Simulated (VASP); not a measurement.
# HfSiO4 (I4_1/amd) in VASP: notebook

Runs on HfSiO4. Level: PBE. Tasks: single point.

Everything below comes from runs of VASP 6.6.1. Logs are shortened: lines on timing, memory, paths and dates and some standing lists are left out, and cuts for length are marked.

### 1 The cell of the first run

Symmetry: I4_1/amd, No. 141, tetragonal system. Conventional cell: a = 6.572 Å, b = 6.572 Å, c = 5.784 Å, α = 90.00°, β = 90.00°, γ = 90.00°. Hf (site symmetry -4m2) has 8 O at 2.10 to 2.21 Å within 2.8 Å. Within 2.1 Å of Si (site symmetry -4m2) lie 4 O at 1.61 Å. Within 2.1 Å of O (site symmetry m) lie 1 Si at 1.61 Å.

### 2 Single point, PBE (z stretched by -3 %, then relaxed in part)

INCAR

```
SYSTEM = HfSiO4
PREC = Accurate
ENCUT = 520
EDIFF = 1E-6
ISMEAR = -1
SIGMA = 0.02
LREAL = .FALSE.
LASPH = .TRUE.
NELM = 60
ALGO = Normal
ISIF = 2
LWAVE = .FALSE.
LCHARG = .FALSE.
GGA = PE
NBANDS = 50
```

KPOINTS

```
regular mesh
0
G
  7 7 7
  0 0 0
```

POSCAR

```
HfSiO4
1.0
   -3.2862500000      3.2862500000      2.8921520000
    3.2862500000     -3.2862500000      2.8921520000
    3.2862500000      3.2862500000     -2.8921520000
Hf Si O
2 2 8
Direct
    0.7500000000      0.2500000000      0.5000000000
    0.0000000000      0.0000000000      0.0000000000
    0.2500000000      0.7500000000      0.5000000000
    0.5000000000      0.5000000000      0.0000000000
    0.1330061826      0.3191609542      0.8138452284
    0.0691609542      0.7553157257      0.6861547716
    0.5053157257      0.3191609542      0.1861547716
    0.0691609542      0.3830061826      0.3138452284
    0.6169938174      0.9308390458      0.6861547716
    0.6808390458      0.8669938174      0.1861547716
    0.2446842743      0.9308390458      0.3138452284
    0.6808390458      0.4946842743      0.8138452284
```

Potentials or basis: VASP PAW PBE potentials, release 64 (Hf_pv, Si, O).

On the command line:

```console
$ cat potpaw_PBE.64/Hf_pv/POTCAR potpaw_PBE.64/Si/POTCAR potpaw_PBE.64/O/POTCAR > POTCAR
$ mpirun -np 1 vasp_std > vasp.out
```

OUTCAR:

```text
SYSTEM = HfSiO4
   PREC = Accurate
   ENCUT = 520
   EDIFF = 1E-6
   ISMEAR = -1
   LREAL = .FALSE.
   LASPH = .TRUE.
   NELM = 60
   ISIF = 2
   GGA = PE

 ion  position               nearest neighbor table
   1  0.750  0.250  0.500-   5 2.10  10 2.10   7 2.10  12 2.10   6 2.21  11 2.21   9 2.21   8 2.21
                             3 2.89   3 2.89   2 3.59   2 3.59   2 3.59   2 3.59
   2  0.000  0.000  0.000-   8 2.10   9 2.10   6 2.10  11 2.10   7 2.21  12 2.21   5 2.21  10 2.21
                             4 2.89   4 2.89   1 3.59   1 3.59   1 3.59   1 3.59
   3  0.250  0.750  0.500-   6 1.61  11 1.61   9 1.61   8 1.61   1 2.89   1 2.89
   4  0.500  0.500  0.000-   7 1.61  12 1.61  10 1.61   5 1.61   2 2.89   2 2.89
   5  0.133  0.319  0.814-   4 1.61   1 2.10   2 2.21
   6  0.069  0.755  0.686-   3 1.61   2 2.10   1 2.21
   7  0.505  0.319  0.186-   4 1.61   1 2.10   2 2.21
   8  0.069  0.383  0.314-   3 1.61   2 2.10   1 2.21
   9  0.617  0.931  0.686-   3 1.61   2 2.10   1 2.21
  10  0.681  0.867  0.186-   4 1.61   1 2.10   2 2.21
  11  0.245  0.931  0.314-   3 1.61   2 2.10   1 2.21
  12  0.681  0.495  0.814-   4 1.61   1 2.10   2 2.21

  LATTYP: Found a body centered tetragonal cell.
 ALAT       =     6.5725000000
 C/A-ratio  =     0.8800766831

  Lattice vectors:

 A1 = (  -3.2862500000,   3.2862500000,   2.8921520000)
 A2 = (   3.2862500000,  -3.2862500000,   2.8921520000)
 A3 = (   3.2862500000,   3.2862500000,  -2.8921520000)

Analysis of symmetry for initial positions (statically):
=====================================================================
 Subroutine PRICEL returns:
 Original cell was already a primitive cell.

 Routine SETGRP: Setting up the symmetry group for a
 body centered tetragonal supercell.

 Subroutine GETGRP returns: Found 16 space group operations
 (whereof  8 operations were pure point group operations)
 out of a pool of 16 trial point group operations.

The static configuration has the point symmetry D_2d.
 The point group associated with its full space group is D_4h.

Analysis of symmetry for dynamics (positions and initial velocities):
=====================================================================
 Subroutine PRICEL returns:
 Original cell was already a primitive cell.

 Routine SETGRP: Setting up the symmetry group for a
 body centered tetragonal supercell.

 Subroutine GETGRP returns: Found 16 space group operations
 (whereof  8 operations were pure point group operations)
 out of a pool of 16 trial point group operations.

The dynamic configuration has the point symmetry D_2d.
 The point group associated with its full space group is D_4h.

 Subroutine INISYM returns: Found 16 space group operations
 (whereof  8 operations are pure point group operations),
 and found     1 'primitive' translations

----------------------------------------------------------------------------------------

                                     Primitive cell

  volume of cell :     124.9345

  direct lattice vectors                    reciprocal lattice vectors
    -3.286250000  3.286250000  2.892152000     0.000000000  0.152149106  0.172881647
     3.286250000 -3.286250000  2.892152000     0.152149106  0.000000000  0.172881647
     3.286250000  3.286250000 -2.892152000     0.152149106  0.152149106  0.000000000

  length of vectors
     5.473885395  5.473885395  5.473885395     0.230298533  0.230298533  0.215171329

  position of ions in fractional coordinates (direct lattice)
     0.750000000  0.250000000  0.500000000
     0.000000000  0.000000000  0.000000000
     0.250000000  0.750000000  0.500000000
     0.500000000  0.500000000  0.000000000
     0.133006183  0.319160954  0.813845228
     0.069160954  0.755315726  0.686154772
     0.505315726  0.319160954  0.186154772
     0.069160954  0.383006183  0.313845228
     0.616993817  0.930839046  0.686154772
     0.680839046  0.866993817  0.186154772
     0.244684274  0.930839046  0.313845228
     0.680839046  0.494684274  0.813845228

  ion indices of the primitive-cell ions
   primitive index   ion index
                 1           1
                 2           2
                 3           3
                 4           4
                 5           5
                 6           6
                 7           7
                 8           8
                 9           9
                10          10
                11          11
                12          12

----------------------------------------------------------------------------------------

 KPOINTS: regular mesh

Automatic generation of k-mesh.
 Grid dimensions read from file:
 generate k-points for:    7    7    7

 Generating k-lattice:

  Cartesian coordinates                     Fractional coordinates (reciprocal lattice)
     0.000000000  0.021735587  0.024697378     0.142857143  0.000000000  0.000000000
     0.021735587  0.000000000  0.024697378     0.000000000  0.142857143  0.000000000
     0.021735587  0.021735587  0.000000000     0.000000000  0.000000000  0.142857143

  Length of vectors
     0.032899790  0.032899790  0.030738761

  Shift w.r.t. Gamma in fractional coordinates (k-lattice)
     0.000000000  0.000000000  0.000000000

 Subroutine IBZKPT returns following result:
 ===========================================

 Found     40 irreducible k-points:

 Following reciprocal coordinates:
            Coordinates               Weight
  0.000000  0.000000  0.000000      1.000000
  0.142857 -0.000000  0.000000      8.000000
  0.285714 -0.000000  0.000000      8.000000
  0.428571 -0.000000  0.000000      8.000000
  0.142857  0.142857  0.000000      8.000000
  0.285714  0.142857  0.000000     16.000000
[... 16 lines left out ...]
 -0.142857  0.285714  0.142857      8.000000
 -0.428571  0.428571  0.142857      8.000000
 [... further k-points ...]
   k-points           NKPTS =     40   k-points in BZ     NKDIM =     40   number of bands    NBANDS=     50
   number of dos      NEDOS =    301   number of ions     NIONS =     12
   total plane-waves  NPLWV =  74088
   dimension x,y,z NGX =    42 NGY =   42 NGZ =   42
   dimension x,y,z NGXF=    84 NGYF=   84 NGZF=   84
   ions per type =               2   2   8
   NGX,Y,Z   is equivalent  to a cutoff of  12.76, 12.76, 12.76 a.u.
   NGXF,Y,Z  is equivalent  to a cutoff of  25.51, 25.51, 25.51 a.u.
 SYSTEM =  HfSiO4
   PREC   = accura    normal or accurate (medium, high low for compatibility)
   ISTART =      0    job   : 0-new  1-cont  2-samecut
   ICHARG =      2    charge: 1-file 2-atom 10-const
   ISPIN  =      1    spin polarized calculation?
   LNONCOLLINEAR =      F non collinear calculations
   LSORBIT =      F    spin-orbit coupling
   LASPH  =      T    aspherical Exc in radial PAW
   ENCUT  =  520.0 eV  38.22 Ry    6.18 a.u.  10.18 10.18 10.18*2*pi/ulx,y,z
   NELM   =     60;   NELMIN=  2; NELMDL= -5     # of ELM steps
   EDIFF  = 0.1E-05   stopping-criterion for ELM
   LREAL  =      F    real-space projection
   EDIFFG = 0.1E-04   stopping-criterion for IOM
   NSW    =      0    number of steps for IOM
   IBRION =     -1    ionic relax: 0-MD 1-quasi-New 2-CG
   NFREE  =      0    steps in history (QN), initial steepest desc. (CG)
   ISIF   =      2    stress and relaxation
   ISYM   =      2    0-nonsym 1-usesym 2-fastsym
   POTIM  = 0.5000    time-step for ionic-motion
   TEBEG  =    0.0;   TEEND  =   0.0 temperature during run
   PSTRESS=    0.0 pullay stress
   NELECT =      76.0000    total number of electrons
   NUPDOWN=      -1.0000    fix difference up-down
   EMIN   =  10.00;   EMAX   =-10.00  energy-range for DOS
   EFERMI =   0.00;   METHOD = LEGACY
   ISMEAR =    -1;   SIGMA  =   0.02  broadening in eV -4-tet -1-fermi 0-gaus
   EFERMI_NEDOS =   21; number of points for ismear=-14 and -15
   IALGO  =     38    algorithm
   IMIX   =      4    mixing-type and parameters
     AMIX     =   0.40;   BMIX     =  1.00
     AMIX_MAG =   1.60;   BMIX_MAG =  1.00
  volume/ion in A,a.u.               =      10.41        70.26
  Fermi-wavevector in a.u.,A,eV,Ry     =   1.387135  2.621304 26.179545  1.924142
  Thomas-Fermi vector in A             =   2.511384
   LORBIT       =      0    0 simple, 1 ext, 2 COOP (PROOUT), +10 PAW based schemes
   GGA     = PE    functional components
   LHFCALC =     F    Hartree Fock is set to
   AEXX    =    0.0000 exact exchange contribution
   IVDW    =     0    specifies the selected vdW correction
   LEPSILON=     F    determine dielectric tensor
   LRPA    =     F    only Hartree local field effects (RPA)
 non-spin polarized calculation
  energy-cutoff  :      520.00
  volume of cell :      124.93
 maximum number of plane-waves:      3379
 NGX is ok and might be reduce to    42
   NGX = 21   NGY = 21   NGZ = 21

 number of electron      75.9999995 magnetization

 Free energy of the ion-electron system (eV)
  ---------------------------------------------------
  ext. energy  EPLUGINS =         0.00000000
  ---------------------------------------------------
  free energy    TOTEN  =      -108.28106838 eV

  energy without entropy =     -108.28106838  energy(sigma->0) =     -108.28106838

 E-fermi :   3.9597     XC(G=0): -11.2396

 val. band max:        3.5417539707   @ k =  -0.1429  -0.1429   0.1429
 cond. band min:       9.1017907560   @ k =   0.2857   0.2857   0.1429
 fundamental gap:      5.5600367852
 Fermi energy:         3.9597438064

 k-point     1 :       0.0000    0.0000    0.0000
  band No.  band energies     occupation
      1     -25.6155      2.00000
      2     -25.6155      2.00000
      3     -25.5610      2.00000
      4     -25.5444      2.00000
      5     -25.4037      2.00000
      6     -25.4037      2.00000
[... 42 lines left out ...]
     49      13.1840      0.00000
     50      13.6015      0.00000
[... 1217 lines left out ...]
     49      13.2269      0.00000
     50      13.5067      0.00000

 [... further k-points ...]

------------------------ aborting loop because EDIFF is reached ----------------------------------------

  FORCE on cell =-STRESS in cart. coord.  units (eV):
  Direction    XX          YY          ZZ          XY          YZ          ZX
  --------------------------------------------------------------------------------------
  -------------------------------------------------------------------------------------
  Total        7.7974834      7.7974834     17.3740913      0.0000000     -0.0000000      0.0000000
  in kB       99.9960247     99.9960247    222.8077938      0.0000000     -0.0000000      0.0000000
  external PRESSURE =     140.9332811 kB  Pullay stress =       0.0000000 kB

 VOLUME and BASIS-vectors are now :
 -----------------------------------------------------------------------------
  energy-cutoff  :      520.00
  volume of cell :      124.93
      direct lattice vectors                 reciprocal lattice vectors
    -3.286250000  3.286250000  2.892152000     0.000000000  0.152149106  0.172881647
     3.286250000 -3.286250000  2.892152000     0.152149106  0.000000000  0.172881647
     3.286250000  3.286250000 -2.892152000     0.152149106  0.152149106  0.000000000

 POSITION                                       TOTAL-FORCE (eV/Angst)
 -----------------------------------------------------------------------------------
     -0.00000      3.28625      1.44608        -0.000000      0.000000      0.000000
      0.00000      0.00000      0.00000        -0.000000      0.000000      0.000000
      3.28625     -0.00000      1.44608        -0.000000      0.000000      0.000000
      0.00000      0.00000      2.89215        -0.000000      0.000000      0.000000
      3.28625      2.06275     -1.04603        -0.000000     -0.138591     -0.137829
      4.50975      0.00000      0.40005         0.138591      0.000000     -0.137829
      0.00000      1.22350      1.84612        -0.000000      0.138591     -0.137829
      2.06275     -0.00000      0.40005        -0.138591      0.000000     -0.137829
      3.28625      1.22350      2.49210        -0.000000      0.138591      0.137829
      1.22350     -0.00000      3.93818         0.138591      0.000000      0.137829
      3.28625     -1.22350      2.49210        -0.000000     -0.138591      0.137829
      2.06275      3.28625      1.04603        -0.138591      0.000000      0.137829
 -----------------------------------------------------------------------------------
    total drift:                               -0.000000     -0.000000      0.000000

  FREE ENERGIE OF THE ION-ELECTRON SYSTEM (eV)
  ---------------------------------------------------
  free  energy   TOTEN  =      -108.2810683809 eV

  energy  without entropy=     -108.2810683809  energy(sigma->0) =     -108.28106838
```

Wall time 4.1 min (1 thread of Intel Xeon Platinum 8488C (Sapphire Rapids), shared host); peak memory 0.37 GiB.

What came out:

- Free energy: -108.2811 eV
- Pressure: 14.1 GPa
- Largest force: 0.195 eV/Å
- Band gap on the k mesh: 5.56 eV, indirect (least direct gap 5.87 eV)

Forces on the atoms (eV/Å):
```
Hf   0.000  0.000  0.000
Hf   0.000  0.000  0.000
Si   0.000  0.000  0.000
Si   0.000  0.000  0.000
O    0.000 -0.139 -0.138
O    0.139  0.000 -0.138
O    0.000  0.139 -0.138
O   -0.139  0.000 -0.138
O    0.000  0.139  0.138
O    0.139  0.000  0.138
O    0.000 -0.139  0.138
O   -0.139  0.000  0.138
```

Caveat: the cell differs from its parent crystal (z stretched by -3 %, then relaxed in part); spin-orbit coupling is left out, which moves the levels of the heavy elements.

### 3 Single point, PBE (volume scaled by 0.98, then relaxed in part)

INCAR

```
  PREC = Accurate
  ENCUT = 520
  EDIFF = 1E-6
  ISMEAR = -1
  SIGMA = 0.02
  LREAL = False
  LASPH = True
  NELM = 60
  ALGO = Normal
  ISIF = 2
  LWAVE = False
  LCHARG = False
  GGA = PE
  NBANDS = 50
```

KPOINTS

```
Automatic mesh
0
Gamma
  7 7 7
```

POSCAR

```
HfSiO4
1.0
   -3.2641939663      3.2641939663      2.9615886588
    3.2641939663     -3.2641939663      2.9615886588
    3.2641939663      3.2641939663     -2.9615886588
Hf Si O
2 2 8
Direct
    0.7500000000      0.2500000000      0.5000000000
    0.0000000000      0.0000000000      0.0000000000
    0.2500000000      0.7500000000      0.5000000000
    0.5000000000      0.5000000000      0.0000000000
    0.1334761254      0.3193436462      0.8141324793
    0.0693436462      0.7552111669      0.6858675207
    0.5052111669      0.3193436462      0.1858675207
    0.0693436462      0.3834761254      0.3141324793
    0.6165238746      0.9306563538      0.6858675207
    0.6806563538      0.8665238746      0.1858675207
    0.2447888331      0.9306563538      0.3141324793
    0.6806563538      0.4947888331      0.8141324793
```

Potentials or basis: VASP PAW PBE potentials, release 64 (Hf_pv, Si, O).

On the command line:

```console
$ cat potpaw_PBE.64/Hf_pv/POTCAR potpaw_PBE.64/Si/POTCAR potpaw_PBE.64/O/POTCAR > POTCAR
$ mpirun -np 1 vasp_std > vasp.out
```

Run time: 3.6 min. Hardware: 1 thread of Intel Xeon Platinum 8559C (Emerald Rapids), shared host; peak memory 0.37 GiB.

It converged, with:

```yaml
Free_energy: -108.4890 eV
Pressure: 10.4 GPa
Largest_force: 0.197 eV/Å
Band_gap_on_the_k_mesh: 5.53 eV, indirect (least direct gap 5.92 eV)
```

Forces in eV/Å, atoms in the order of the input:
```
Hf   0.000  0.000  0.000
Hf   0.000  0.000  0.000
Si   0.000  0.000  0.000
Si   0.000  0.000  0.000
O    0.000 -0.142 -0.136
O    0.142  0.000 -0.136
O    0.000  0.142 -0.136
O   -0.142  0.000 -0.136
O    0.000  0.142  0.136
O    0.142  0.000  0.136
O    0.000 -0.142  0.136
O   -0.142  0.000  0.136
```

Stress tensor (GPa, compression positive):
```
 9.81  0.00  0.00
 0.00  9.81  0.00
 0.00  0.00 11.68
```

Levels at points of the mesh, in eV from the valence-band top:
| k point | band 34 | band 35 | band 36 | band 37 | band 38 | band 39 | band 40 | band 41 | band 42 | band 43 |
| --- | --- | --- | --- | --- | --- | --- | --- | --- | --- | --- |
| (0.00, 0.00, 0.00) | -0.65 | -0.58 | -0.58 | -0.58 | 0.00 | 5.95 | 6.25 | 6.37 | 6.39 | 6.39 |

Caveat: spin-orbit coupling is left out, which moves the levels of the heavy elements. A k mesh can miss the band edges.
